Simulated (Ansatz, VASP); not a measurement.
**AlO5: VASP beside Ansatz**

```
Al O
1.0
     2.62147    1.51350    2.96555
    -2.62147    1.51350    2.96555
     0.00000   -3.02701    2.96555
Al O
1 5
Direct
  0.50000 0.50000 0.50000
  0.50000 0.50000 0.00000
  0.00000 0.50000 0.50000
  0.50000 0.00000 0.50000
  0.72028 0.72028 0.72028
  0.27972 0.27972 0.27972
```

Alike in both runs: task single point; functional PBE; k mesh 6 × 6 × 6; occupations gaussian, width 0.1 eV; collinear spin.

|  | VASP | Ansatz |
| --- | --- | --- |
| version | VASP 6.6.1 | Ansatz 0.2.0 |
| potentials or method | VASP PAW PBE potentials, release 64 (Al, O), cutoff 520 eV | scalar-relativistic, plane waves, PAW |
| valence electrons in the cell | 33 | 33 |

|  | VASP | Ansatz | Ansatz less VASP |
| --- | --- | --- | --- |
| gap on the k mesh at the Fermi level (eV) | none | none | - |
| pressure (GPa) | 18.7 | 18.8 | +0.08 |
| traceless stress, the component that is largest in VASP (GPa) | -33.51 | -33.64 | -0.130 |
| rms of the force components (eV/Å) | 1.294 | 1.280 | -0.0134 |
| net moment per atom (μB) | 0.10 | 0.10 | -0.002 |
| size of the moment on the site where the two differ most (μB) | 0.23 | 0.20 | -0.023 |

Site moments also hang on the region over which each program counts them. Atom by atom the forces differ by 0.013 eV/Å (rms over components). A gap of «none» marks a metal or a gap that the smearing closes. The functional is the same, so the differences come from potentials, cutoffs and numerics.
